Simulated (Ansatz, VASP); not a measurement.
# ZnH: VASP beside Ansatz

Contents of INCAR:

```
SYSTEM = ZnH
ALGO = Normal ; EDIFF = 1E-6
ENCUT = 520 ; GGA = PE
ISIF = 2 ; ISMEAR = 0
LASPH = .TRUE. ; LCHARG = .TRUE.
LELF = .TRUE. ; LREAL = .FALSE.
LVHAR = .TRUE. ; LWAVE = .FALSE.
NBANDS = 14 ; NELM = 100
PREC = Accurate ; SIGMA = 0.1
```

Contents of KPOINTS:

```
k-points
0
G
  6 6 6
  0 0 0
```

Contents of POSCAR:

```
ZnH
1.0
    2.9480170800      0.0000000000      0.0000000000
    0.0000000000      2.9480170800      0.0000000000
    0.0000000000      0.0000000000      2.9480170800
Zn H
1 1
Direct
    0.5000000000      0.5000000000      0.5000000000
    0.0000000000      0.0000000000      0.0000000000
```

Input for Ansatz:

```yaml
crystal:
  lattice:
    - [2.94801708, 0.0, 0.0]
    - [0.0, 2.94801708, 0.0]
    - [0.0, 0.0, 2.94801708]
  atoms:
    - { symbol: Zn, position: [0.5, 0.5, 0.5] }
    - { symbol: H, position: [0.0, 0.0, 0.0] }
basis:
  ecutwfc: 420
kpoints:
  mp_grid: { grid: [6, 6, 6] }
hamiltonian:
  xc: pbe
scf:
  occupations: { method: gaussian, width: 0.1 }
  lower_state_search: "off"
output:
  forces: true
  stress: true
  eigenvalues: true
```

Alike in both runs: task single point; functional PBE; k mesh 6 × 6 × 6; occupations gaussian, width 0.1 eV; no spin polarisation.

```csv
,VASP,Ansatz
version,VASP 6.6.1,Ansatz 0.2.0
potentials or method,"VASP PAW PBE potentials, release 64 (Zn, H), cutoff 520 eV","scalar-relativistic, plane waves, PAW"
valence electrons in the cell,13,13
```

```csv
,VASP,Ansatz,Ansatz less VASP
gap on the k mesh at the Fermi level (eV),none,none,-
pressure (GPa),-9.8,-9.8,+0.01
```

A gap of «none» marks a metal or a gap that the smearing closes.
